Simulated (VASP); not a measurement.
# TiO2 (I4_1/amd) in VASP: single point with r2SCAN

Aim: the single point of TiO2 with r2SCAN.

Everything below comes from runs of VASP 6.6.1. Logs are shortened: lines on timing, memory, paths and dates and some standing lists are left out, and cuts for length are marked.

## Step 1: The cell of the first run

Symmetry: I4_1/amd, No. 141, tetragonal system. The conventional cell has a = 3.753 Å, b = 3.753 Å, c = 9.519 Å, α = 90.00°, β = 90.00°, γ = 90.00°. Within 2.5 Å of Ti (site symmetry -4m2) lie 6 O at 1.92 to 1.98 Å. Within 2.5 Å of O (site symmetry 2mm) lie 3 Ti at 1.92 to 1.98 Å and 2 O at 2.45 Å.

## Step 2: Single point, r2SCAN (11.17 Å³/atom)

The input, POSCAR:

```
TiO2
1.0
   -1.8762822689      1.8762822689      4.7595961364
    1.8762822689     -1.8762822689      4.7595961364
    1.8762822689      1.8762822689     -4.7595961364
Ti O
2 4
Direct
    0.0000000000      0.0000000000      0.0000000000
    0.7500000000      0.2500000000      0.5000000000
    0.2080221504      0.2080221504      0.0000000000
    0.9580221504      0.4580221504      0.5000000000
    0.5419778496      0.0419778496      0.5000000000
    0.7919778496      0.7919778496      0.0000000000
```

The input, INCAR.step1:

```
SYSTEM = TiO2
PREC = Accurate ; ENCUT = 910
ISMEAR = 0 ; SIGMA = 0.01
LREAL = .FALSE. ; LASPH = .TRUE.
NELM = 120 ; NBANDS = 33
GGA = PE ; ALGO = Normal
EDIFF = 1E-5 ; LWAVE = .TRUE.
LCHARG = .FALSE. ; GGA_COMPAT = .FALSE.
```

The input, INCAR.step2:

```
SYSTEM = TiO2
PREC = Accurate ; ENCUT = 910
EDIFF = 1E-6 ; ISMEAR = 0
SIGMA = 0.01 ; LREAL = .FALSE.
LASPH = .TRUE. ; NELM = 120
ALGO = Normal ; ISIF = 2
LWAVE = .FALSE. ; LCHARG = .FALSE.
METAGGA = R2SCAN ; LMIXTAU = .TRUE.
NBANDS = 33 ; ISTART = 1
GGA_COMPAT = .FALSE.
```

The input, KPOINTS:

```
regular mesh
0
G
  6 6 6
  0 0 0
```

Potentials or basis: VASP PAW PBE potentials, release 64 (Ti_sv, O_h).

Launch:

```sh
$ cat potpaw_PBE.64/Ti_sv/POTCAR potpaw_PBE.64/O_h/POTCAR > POTCAR
$ cp INCAR.step1 INCAR
$ mpirun -np 1 vasp_std > vasp.out
$ cp INCAR.step2 INCAR
$ mpirun -np 1 vasp_std > vasp.out
```

OUTCAR:

```text
SYSTEM = TiO2
   PREC = Accurate
   ENCUT = 910
   EDIFF = 1E-6
   ISMEAR = 0
   LREAL = .FALSE.
   LASPH = .TRUE.
   NELM = 120
   ISIF = 2
   METAGGA = R2SCAN
   ISTART = 1

 ion  position               nearest neighbor table
   1  0.000  0.000  0.000-   5 1.92   4 1.92   5 1.92   4 1.92   3 1.98   6 1.98
   2  0.750  0.250  0.500-   6 1.92   3 1.92   6 1.92   3 1.92   4 1.98   5 1.98
   3  0.208  0.208  0.000-   2 1.92   2 1.92   1 1.98
   4  0.958  0.458  0.500-   1 1.92   1 1.92   2 1.98
   5  0.542  0.042  0.500-   1 1.92   1 1.92   2 1.98
   6  0.792  0.792  0.000-   2 1.92   2 1.92   1 1.98

  LATTYP: Found a body centered tetragonal cell.
 ALAT       =     3.7525645378
 C/A-ratio  =     2.5367164713

  Lattice vectors:

 A1 = (  -1.8762822689,   1.8762822689,   4.7595961364)
 A2 = (   1.8762822689,  -1.8762822689,   4.7595961364)
 A3 = (   1.8762822689,   1.8762822689,  -4.7595961364)

Analysis of symmetry for initial positions (statically):
=====================================================================
 Subroutine PRICEL returns:
 Original cell was already a primitive cell.

 Routine SETGRP: Setting up the symmetry group for a
 body centered tetragonal supercell.

 Subroutine GETGRP returns: Found 16 space group operations
 (whereof  8 operations were pure point group operations)
 out of a pool of 16 trial point group operations.

The static configuration has the point symmetry D_2d.
 The point group associated with its full space group is D_4h.

Analysis of symmetry for dynamics (positions and initial velocities):
=====================================================================
 Subroutine PRICEL returns:
 Original cell was already a primitive cell.

 Routine SETGRP: Setting up the symmetry group for a
 body centered tetragonal supercell.

 Subroutine GETGRP returns: Found 16 space group operations
 (whereof  8 operations were pure point group operations)
 out of a pool of 16 trial point group operations.

The dynamic configuration has the point symmetry D_2d.
 The point group associated with its full space group is D_4h.

 Subroutine INISYM returns: Found 16 space group operations
 (whereof  8 operations are pure point group operations),
 and found     1 'primitive' translations

----------------------------------------------------------------------------------------

                                     Primitive cell

  volume of cell :      67.0234

  direct lattice vectors                    reciprocal lattice vectors
    -1.876282269  1.876282269  4.759596136     0.000000000  0.266484424  0.105050930
     1.876282269 -1.876282269  4.759596136     0.266484424  0.000000000  0.105050930
     1.876282269  1.876282269 -4.759596136     0.266484424  0.266484424  0.000000000

  length of vectors
     5.449277538  5.449277538  5.449277538     0.286443094  0.286443094  0.376865887

  position of ions in fractional coordinates (direct lattice)
     0.000000000  0.000000000  0.000000000
     0.750000000  0.250000000  0.500000000
     0.208022150  0.208022150  0.000000000
     0.958022150  0.458022150  0.500000000
     0.541977850  0.041977850  0.500000000
     0.791977850  0.791977850  0.000000000

  ion indices of the primitive-cell ions
   primitive index   ion index
                 1           1
                 2           2
                 3           3
                 4           4
                 5           5
                 6           6

----------------------------------------------------------------------------------------

 KPOINTS: regular mesh

Automatic generation of k-mesh.
 Grid dimensions read from file:
 generate k-points for:    6    6    6

 Generating k-lattice:

  Cartesian coordinates                     Fractional coordinates (reciprocal lattice)
     0.000000000  0.044414071  0.017508488     0.166666667 -0.000000000  0.000000000
     0.044414071  0.000000000  0.017508488    -0.000000000  0.166666667  0.000000000
     0.044414071  0.044414071  0.000000000     0.000000000  0.000000000  0.166666667

  Length of vectors
     0.047740516  0.047740516  0.062810981

  Shift w.r.t. Gamma in fractional coordinates (k-lattice)
     0.000000000  0.000000000  0.000000000

 Subroutine IBZKPT returns following result:
 ===========================================

 Found     30 irreducible k-points:

 Following reciprocal coordinates:
            Coordinates               Weight
  0.000000  0.000000  0.000000      1.000000
  0.166667  0.000000  0.000000      8.000000
  0.333333  0.000000 -0.000000      8.000000
  0.500000  0.000000  0.000000      4.000000
  0.166667  0.166667  0.000000      8.000000
  0.333333  0.166667  0.000000     16.000000
[... 16 lines left out ...]
 -0.333333 -0.333333  0.166667      8.000000
 -0.166667 -0.333333  0.166667      8.000000
 [... further k-points ...]
   k-points           NKPTS =     30   k-points in BZ     NKDIM =     30   number of bands    NBANDS=     33
   number of dos      NEDOS =    301   number of ions     NIONS =      6
   total plane-waves  NPLWV = 157464
   dimension x,y,z NGX =    54 NGY =   54 NGZ =   54
   dimension x,y,z NGXF=   108 NGYF=  108 NGZF=  108
   ions per type =               2   4
   NGX,Y,Z   is equivalent  to a cutoff of  16.47, 16.47, 16.47 a.u.
   NGXF,Y,Z  is equivalent  to a cutoff of  32.95, 32.95, 32.95 a.u.
 SYSTEM =  TiO2
   PREC   = accura    normal or accurate (medium, high low for compatibility)
   ISTART =      1    job   : 0-new  1-cont  2-samecut
   ICHARG =      0    charge: 1-file 2-atom 10-const
   ISPIN  =      1    spin polarized calculation?
   LNONCOLLINEAR =      F non collinear calculations
   LSORBIT =      F    spin-orbit coupling
   LASPH  =      T    aspherical Exc in radial PAW
   ENCUT  =  910.0 eV  66.88 Ry    8.18 a.u.  13.40 13.40 13.40*2*pi/ulx,y,z
   NELM   =    120;   NELMIN=  2; NELMDL=  0     # of ELM steps
   EDIFF  = 0.1E-05   stopping-criterion for ELM
   LREAL  =      F    real-space projection
   EDIFFG = 0.1E-04   stopping-criterion for IOM
   NSW    =      0    number of steps for IOM
   IBRION =     -1    ionic relax: 0-MD 1-quasi-New 2-CG
   NFREE  =      0    steps in history (QN), initial steepest desc. (CG)
   ISIF   =      2    stress and relaxation
   ISYM   =      2    0-nonsym 1-usesym 2-fastsym
   POTIM  = 0.5000    time-step for ionic-motion
   TEBEG  =    0.0;   TEEND  =   0.0 temperature during run
   PSTRESS=    0.0 pullay stress
   NELECT =      48.0000    total number of electrons
   NUPDOWN=      -1.0000    fix difference up-down
   EMIN   =  10.00;   EMAX   =-10.00  energy-range for DOS
   EFERMI =   0.00;   METHOD = LEGACY
   ISMEAR =     0;   SIGMA  =   0.01  broadening in eV -4-tet -1-fermi 0-gaus
   EFERMI_NEDOS =   21; number of points for ismear=-14 and -15
   IALGO  =     38    algorithm
   IMIX   =      4    mixing-type and parameters
     AMIX     =   0.40;   BMIX     =  1.00
     AMIX_MAG =   1.60;   BMIX_MAG =  1.00
  volume/ion in A,a.u.               =      11.17        75.38
  Fermi-wavevector in a.u.,A,eV,Ry     =   1.464692  2.767867 29.188903  2.145324
  Thomas-Fermi vector in A             =   2.580638
   LORBIT       =      0    0 simple, 1 ext, 2 COOP (PROOUT), +10 PAW based schemes
   METAGGA = R2SCAN    functional components
   LHFCALC =     F    Hartree Fock is set to
   AEXX    =    0.0000 exact exchange contribution
   IVDW    =     0    specifies the selected vdW correction
   LEPSILON=     F    determine dielectric tensor
   LRPA    =     F    only Hartree local field effects (RPA)
 non-spin polarized calculation
 Gauss-broadening in eV      SIGMA  =   0.01
  energy-cutoff  :      910.00
  volume of cell :       67.02
 maximum number of plane-waves:      4203
 NGX is ok and might be reduce to    54
   NGX = 27   NGY = 27   NGZ = 27

 number of electron      47.9999999 magnetization

 Free energy of the ion-electron system (eV)
  ---------------------------------------------------
  ext. energy  EPLUGINS =         0.00000000
  ---------------------------------------------------
  free energy    TOTEN  =       -69.88117088 eV

  energy without entropy =      -69.88117088  energy(sigma->0) =      -69.88117088

 E-fermi :   3.6945     XC(G=0): -11.5654

 val. band max:        3.6208439731   @ k =   0.5000   0.5000   0.0000
 cond. band min:       6.2567848015   @ k =   0.0000   0.0000   0.0000
 fundamental gap:      2.6359408283
 Fermi energy:         3.6944629922

 k-point     1 :       0.0000    0.0000    0.0000
  band No.  band energies     occupation
      1     -54.8469      2.00000
      2     -54.7824      2.00000
      3     -30.2899      2.00000
      4     -30.0305      2.00000
      5     -30.0305      2.00000
      6     -29.9562      2.00000
[... 25 lines left out ...]
     32       9.4192      0.00000
     33       9.4962      0.00000

 k-point     2 :       0.1667    0.0000    0.0000
  band No.  band energies     occupation
      1     -54.8431      2.00000
      2     -54.7849      2.00000
      3     -30.2831      2.00000
      4     -30.0700      2.00000
      5     -30.0329      2.00000
      6     -29.9727      2.00000
[... 25 lines left out ...]
     32       9.7996      0.00000
     33      10.1446      0.00000

 k-point     3 :       0.3333    0.0000   -0.0000
  band No.  band energies     occupation
      1     -54.8340      2.00000
      2     -54.7913      2.00000
      3     -30.2710      2.00000
      4     -30.1453      2.00000
      5     -30.0370      2.00000
      6     -29.9962      2.00000
[... 25 lines left out ...]
     32      10.1717      0.00000
     33      10.6441      0.00000

 k-point     4 :       0.5000    0.0000    0.0000
  band No.  band energies     occupation
      1     -54.8281      2.00000
      2     -54.7959      2.00000
      3     -30.2642      2.00000
      4     -30.1848      2.00000
      5     -30.0388      2.00000
      6     -30.0011      2.00000
[... 25 lines left out ...]
     32      10.2836      0.00000
     33      10.7951      0.00000

 k-point     5 :       0.1667    0.1667    0.0000
  band No.  band energies     occupation
      1     -54.8375      2.00000
      2     -54.7891      2.00000
      3     -30.2662      2.00000
      4     -30.0938      2.00000
      5     -30.0574      2.00000
      6     -29.9836      2.00000
[... 604 lines left out ...]
 k-point    22 :      -0.1667    0.5000    0.1667
  band No.  band energies     occupation
      1     -54.8266      2.00000
      2     -54.7987      2.00000
      3     -30.2348      2.00000
      4     -30.1561      2.00000
      5     -30.0430      2.00000
      6     -29.9971      2.00000
[... 25 lines left out ...]
     32      10.1944      0.00000
     33      10.4596      0.00000

 k-point    23 :      -0.3333   -0.3333    0.1667
  band No.  band energies     occupation
      1     -54.8273      2.00000
      2     -54.7994      2.00000
      3     -30.2078      2.00000
      4     -30.1144      2.00000
      5     -30.0628      2.00000
      6     -29.9934      2.00000
[... 25 lines left out ...]
     32      10.2256      0.00000
     33      10.6649      0.00000

 k-point    24 :      -0.1667   -0.3333    0.1667
  band No.  band energies     occupation
      1     -54.8354      2.00000
      2     -54.7927      2.00000
      3     -30.2354      2.00000
      4     -30.0851      2.00000
      5     -30.0427      2.00000
      6     -29.9657      2.00000
[... 25 lines left out ...]
     32       9.9392      0.00000
     33      10.0219      0.00000

 [... further k-points ...]

------------------------ aborting loop because EDIFF is reached ----------------------------------------

  FORCE on cell =-STRESS in cart. coord.  units (eV):
  Direction    XX          YY          ZZ          XY          YZ          ZX
  --------------------------------------------------------------------------------------
  -------------------------------------------------------------------------------------
  Total        2.4577956      2.4577956      1.8135808      0.0000000      0.0000000      0.0000000
  in kB       58.7529796     58.7529796     43.3531890      0.0000000      0.0000000      0.0000000
  external PRESSURE =      53.6197161 kB  Pullay stress =       0.0000000 kB

 VOLUME and BASIS-vectors are now :
 -----------------------------------------------------------------------------
  energy-cutoff  :      910.00
  volume of cell :       67.02
      direct lattice vectors                 reciprocal lattice vectors
    -1.876282269  1.876282269  4.759596136     0.000000000  0.266484424  0.105050930
     1.876282269 -1.876282269  4.759596136     0.266484424  0.000000000  0.105050930
     1.876282269  1.876282269 -4.759596136     0.266484424  0.266484424  0.000000000

 POSITION                                       TOTAL-FORCE (eV/Angst)
 -----------------------------------------------------------------------------------
      0.00000      0.00000      0.00000        -0.000000     -0.000000     -0.000000
     -0.00000      1.87628      2.37980        -0.000000     -0.000000     -0.000000
      0.00000      0.00000      1.98020         0.000000     -0.000000      0.031811
      0.00000      1.87628      4.36000        -0.000000      0.000000      0.031811
      0.00000      1.87628      0.39960        -0.000000      0.000000     -0.031811
      0.00000      0.00000      7.53899         0.000000     -0.000000     -0.031811
 -----------------------------------------------------------------------------------
    total drift:                               -0.000000      0.000000     -0.000000

  FREE ENERGIE OF THE ION-ELECTRON SYSTEM (eV)
  ---------------------------------------------------
  free  energy   TOTEN  =       -69.8811708776 eV

  energy  without entropy=      -69.8811708776  energy(sigma->0) =      -69.88117088
```

It took 27 min on 1 thread of AMD EPYC 7R43 (Zen 3), shared host; peak memory 0.43 GiB.

What came out:

```yaml
Free_energy: -69.8812 eV
Pressure: 5.4 GPa
Largest_force: 0.032 eV/Å
Band_gap_on_the_k_mesh: 2.64 eV (least direct gap 2.96 eV)
```

Forces on the atoms (eV/Å):
```
Ti   0.000  0.000  0.000
Ti   0.000  0.000  0.000
O    0.000  0.000  0.032
O    0.000  0.000  0.032
O    0.000  0.000 -0.032
O    0.000  0.000 -0.032
```

Stress tensor (GPa, compression positive):
```
5.88 0.00 0.00
0.00 5.88 0.00
0.00 0.00 4.34
```

Caveat: the cell stands under pressure; the PAW data sets were made with another functional, which shifts forces and pressure a little. A k mesh can miss the band edges.
